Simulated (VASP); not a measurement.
# ZnS (Cmc2_1) in VASP: further runs, part 2 of 2

VASP 6.6.1. The steps go on from the part before.

## 3. Single point, r2SCAN (strain +0.0200 x Voigt [1, 0, 0, 0, 0, 0])

File POSCAR:

```
ZnS
1.0
    3.8849116535      0.0000000000      0.0000000000
   -1.9424558268      3.2984629249      0.0000000000
    0.0000000000      0.0000000000     12.4664651431
Zn S
4 4
Direct
    0.0000000000      0.0000000000      0.0001143924
    0.0000000000      0.0000000000      0.5001143924
    0.3333333333      0.6666666667      0.2500706174
    0.6666666667      0.3333333333      0.7500706174
    0.0000000000      0.0000000000      0.1872361436
    0.0000000000      0.0000000000      0.6872361436
    0.3333333333      0.6666666667      0.4375788466
    0.6666666667      0.3333333333      0.9375788466
```

File INCAR.step1:

```
SYSTEM = ZnS
ALGO = Normal
EDIFF = 1E-4
ENCUT = 520
GGA = PE
ISMEAR = 0
LASPH = .True.
LCHARG = .False.
LREAL = .False.
LWAVE = .True.
NBANDS = 46
NELM = 60
PREC = Accurate
SIGMA = 0.05
```

File INCAR.step2:

```
SYSTEM = ZnS
ALGO = Normal
EDIFF = 1E-6
ENCUT = 520
ISIF = 2
ISMEAR = 0
ISTART = 1
LASPH = .True.
LCHARG = .True.
LELF = .True.
LMIXTAU = .True.
LREAL = .False.
LVHAR = .True.
LWAVE = .False.
METAGGA = R2SCAN
NBANDS = 46
NELM = 60
PREC = Accurate
SIGMA = 0.05
```

File KPOINTS:

```
k-points
0
Gamma
  6 6 2
  0 0 0
```

Potentials or basis: VASP PAW PBE potentials, release 64 (Zn, S).

Command:

```
cat potpaw_PBE.64/Zn/POTCAR potpaw_PBE.64/S/POTCAR > POTCAR
cp INCAR.step1 INCAR
mpirun -np 1 vasp_std > vasp.out
cp INCAR.step2 INCAR
mpirun -np 1 vasp_std > vasp.out
```

OUTCAR:

```text
SYSTEM = ZnS
   EDIFF = 1E-6
   ENCUT = 520
   ISIF = 2
   ISMEAR = 0
   ISTART = 1
   LASPH = .True.
   LREAL = .False.
   METAGGA = R2SCAN
   NELM = 60
   PREC = Accurate

 ion  position               nearest neighbor table
   1  0.000  0.000  0.000-   5 2.33   8 2.33   8 2.36   8 2.36
   2  0.000  0.000  0.500-   6 2.33   7 2.33   7 2.36   7 2.36
   3  0.333  0.667  0.250-   5 2.33   7 2.34   5 2.37   5 2.37
   4  0.667  0.333  0.750-   6 2.33   8 2.34   6 2.37   6 2.37
   5  0.000  0.000  0.187-   1 2.33   3 2.33   3 2.37   3 2.37
   6  0.000  0.000  0.687-   2 2.33   4 2.33   4 2.37   4 2.37
   7  0.333  0.667  0.438-   2 2.33   3 2.34   2 2.36   2 2.36
   8  0.667  0.333  0.938-   1 2.33   4 2.34   1 2.36   1 2.36

  Warning from LATTYP: Monoclinic adjustment (A1->A3, A2->A1, A3->A2)!
  LATTYP: Found a base centered orthorhombic cell.
 ALAT       =     3.8849116535
 B/A-ratio  =     1.6980890270
 C/A-ratio  =     3.2089443094

  Lattice vectors:

 A1 = (   1.9424558268,  -3.2984629249,   0.0000000000)
 A2 = (   1.9424558267,   3.2984629249,   0.0000000000)
 A3 = (   0.0000000000,   0.0000000000,  12.4664651431)

Analysis of symmetry for initial positions (statically):
=====================================================================
 Subroutine PRICEL returns:
 Original cell was already a primitive cell.

 Routine SETGRP: Setting up the symmetry group for a
 base centered orthorhombic supercell.

 Subroutine GETGRP returns: Found  4 space group operations
 (whereof  2 operations were pure point group operations)
 out of a pool of  8 trial point group operations.

The static configuration has the point symmetry C_1h.
 The point group associated with its full space group is C_2v.

Analysis of symmetry for dynamics (positions and initial velocities):
=====================================================================
 Subroutine PRICEL returns:
 Original cell was already a primitive cell.

 Routine SETGRP: Setting up the symmetry group for a
[... 140 lines left out ...]
  volume/ion in A,a.u.               =      19.97       134.75
  Fermi-wavevector in a.u.,A,eV,Ry     =   1.255183  2.371952 21.435758  1.575484
  Thomas-Fermi vector in A             =   2.388952
   LORBIT       =      0    0 simple, 1 ext, 2 COOP (PROOUT), +10 PAW based schemes
   METAGGA = R2SCAN    functional components
   LHFCALC =     F    Hartree Fock is set to
   AEXX    =    0.0000 exact exchange contribution
   IVDW    =     0    specifies the selected vdW correction
   LEPSILON=     F    determine dielectric tensor
   LRPA    =     F    only Hartree local field effects (RPA)
 non-spin polarized calculation
 Gauss-broadening in eV      SIGMA  =   0.05
  energy-cutoff  :      520.00
  volume of cell :      159.75
 maximum number of plane-waves:      4325
 NGX is ok and might be reduce to    30
   NGX = 15   NGY = 15   NGZ = 47

 number of electron      71.9999982 magnetization

 Free energy of the ion-electron system (eV)
  ---------------------------------------------------
  ext. energy  EPLUGINS =         0.00000000
  ---------------------------------------------------
  free energy    TOTEN  =       -75.42254017 eV

  energy without entropy =      -75.42254017  energy(sigma->0) =      -75.42254017

 E-fermi :   1.9714     XC(G=0): -10.2183

 val. band max:        1.7499478676   @ k =   0.0000   0.0000   0.0000
 cond. band min:       4.3854785598   @ k =   0.0000   0.0000   0.0000
 fundamental gap:      2.6355306922
 Fermi energy:         1.9713597468

 k-point     1 :       0.0000    0.0000    0.0000
  band No.  band energies     occupation
      1     -11.8738      2.00000
      2     -11.4471      2.00000
      3     -11.4345      2.00000
      4     -10.9268      2.00000
      5      -4.7348      2.00000
      6      -4.7233      2.00000
[... 1165 lines left out ...]
     45       9.5629      0.00000
     46       9.5629      0.00000

 [... further k-points ...]
[... 5 lines left out ...]
  --------------------------------------------------------------------------------------
  -------------------------------------------------------------------------------------
  Total       -2.8797787     -0.8287722     -0.5172460      0.0000000      0.0000000      0.0000000
  in kB      -28.8824228     -8.3120791     -5.1876621      0.0000000      0.0000000      0.0000000
  external PRESSURE =     -14.1273880 kB  Pullay stress =       0.0000000 kB

 VOLUME and BASIS-vectors are now :
 -----------------------------------------------------------------------------
  energy-cutoff  :      520.00
  volume of cell :      159.75
      direct lattice vectors                 reciprocal lattice vectors
     3.884911654  0.000000000  0.000000000     0.257406111  0.151585757  0.000000000
    -1.942455827  3.298462925  0.000000000     0.000000000  0.303171514  0.000000000
     0.000000000  0.000000000 12.466465143     0.000000000  0.000000000  0.080215200

 POSITION                                       TOTAL-FORCE (eV/Angst)
 -----------------------------------------------------------------------------------
      0.00000      0.00000      0.00143        -0.000000      0.067453     -0.063543
      0.00000      0.00000      6.23466         0.000000     -0.067453     -0.063543
     -0.00000      2.19898      3.11750        -0.000000      0.101020     -0.062238
      1.94246      1.09949      9.35073         0.000000     -0.101020     -0.062238
      0.00000      0.00000      2.33417         0.000000     -0.082485      0.061672
      0.00000      0.00000      8.56741        -0.000000      0.082485      0.061672
     -0.00000      2.19898      5.45506        -0.000000      0.115182      0.064109
      1.94246      1.09949     11.68829         0.000000     -0.115182      0.064109
 -----------------------------------------------------------------------------------
    total drift:                               -0.000000      0.000000     -0.035136

  FREE ENERGIE OF THE ION-ELECTRON SYSTEM (eV)
  ---------------------------------------------------
  free  energy   TOTEN  =       -75.4225401711 eV

  energy  without entropy=      -75.4225401711  energy(sigma->0) =      -75.42254017
```

Run time: 19 min. Hardware: 1 thread of Oxide Virtual Turin-like, shared host; peak memory 0.35 GiB.

What came out:

| Quantity | Value |
| --- | --- |
| Free energy | -75.4225 eV |
| Pressure | -1.4 GPa |
| Largest force | 0.132 eV/Å |
| Band gap on the k mesh | 2.64 eV |

Forces in eV/Å, atoms in the order of the input:
```
Zn   0.000  0.067 -0.064
Zn   0.000 -0.067 -0.064
Zn   0.000  0.101 -0.062
Zn   0.000 -0.101 -0.062
S    0.000 -0.082  0.062
S    0.000  0.082  0.062
S    0.000  0.115  0.064
S    0.000 -0.115  0.064
```

Stress tensor (GPa, compression positive):
```
-2.89  0.00  0.00
 0.00 -0.83  0.00
 0.00  0.00 -0.52
```

Levels at points of the mesh, in eV from the valence-band top:
| k point | band 34 | band 35 | band 36 | band 37 | band 38 | band 39 |
| --- | --- | --- | --- | --- | --- | --- |
| (0.00, 0.00, 0.00) | -0.07 | -0.04 | 0.00 | 2.64 | 3.59 | 3.82 |
| (0.50, 0.00, 0.00) | -1.59 | -1.11 | -0.85 | 3.77 | 3.77 | 4.19 |
| (0.00, 0.50, 0.00) | -1.57 | -1.14 | -0.97 | 3.66 | 3.70 | 4.00 |
| (0.00, 0.00, 0.50) | -0.22 | -0.15 | -0.15 | 3.44 | 3.44 | 3.73 |
| (0.50, 0.00, 0.50) | -1.51 | -1.08 | -1.08 | 4.11 | 4.11 | 4.51 |
| (0.00, 0.50, 0.50) | -1.52 | -1.21 | -1.21 | 3.95 | 3.95 | 4.35 |

Caveat: the cell differs from its parent crystal (strain +0.0200 x Voigt [1, 0, 0, 0, 0, 0]); the PAW data sets were made with another functional, which shifts forces and pressure a little.
